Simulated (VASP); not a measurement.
Write the native input for VASP 6.6.1 that does the following.

```yaml
Task: single point
Functional: PBE
Potentials_or_basis: VASP PAW PBE potentials, release 64 (Ni)
Cutoff: 600 eV
k_mesh: 10 × 10 × 10
Occupations: fermi-dirac, width 0.1 eV
Spin: collinear spin, ferromagnetic start
Starting_moments: "[1.5] μB"
Dipole_correction: no
Further_INCAR_settings: ALGO = Normal; EDIFF = 1e-06; NBANDS = 15
```

The structure of Ni lies in POSCAR:

```
Ni
1.0
    0.0000000000      1.7619350000      1.7619350000
    1.7619350000      0.0000000000      1.7619350000
    1.7619350000      1.7619350000      0.0000000000
Ni
1
Direct
    0.0000000000      0.0000000000      0.0000000000
```

These files were run (other wordings do the same):

INCAR

```
ALGO = Normal
EDIFF = 1E-6
ENCUT = 600
GGA = PE
GGA_COMPAT = F
ISIF = 2
ISMEAR = -1
ISPIN = 2
LASPH = T
LCHARG = F
LMAXMIX = 4
LORBIT = 11
LREAL = F
LWAVE = F
MAGMOM = 1.5
NBANDS = 15
NELM = 200
PREC = Accurate
SIGMA = 0.1
```

KPOINTS

```
k-points
0
Gamma
  10 10 10
```

Potentials or basis: VASP PAW PBE potentials, release 64 (Ni).

Launch:

```sh
$ cat potpaw_PBE.64/Ni/POTCAR > POTCAR
$ mpirun -np 1 vasp_std > vasp.out
```

It gave:

```yaml
Pressure: -0.4 GPa
Net_moment: 0.68 μB per cell
Site_moments: Ni +0.69 μB
Valence_electrons_inside_the_program's_atomic_spheres: Ni 9.30
```

Wall time 11 s on 1 thread of AMD EPYC 9R45 96-Core Processor (Zen 5) (shared host), peak memory 0.11 GiB.
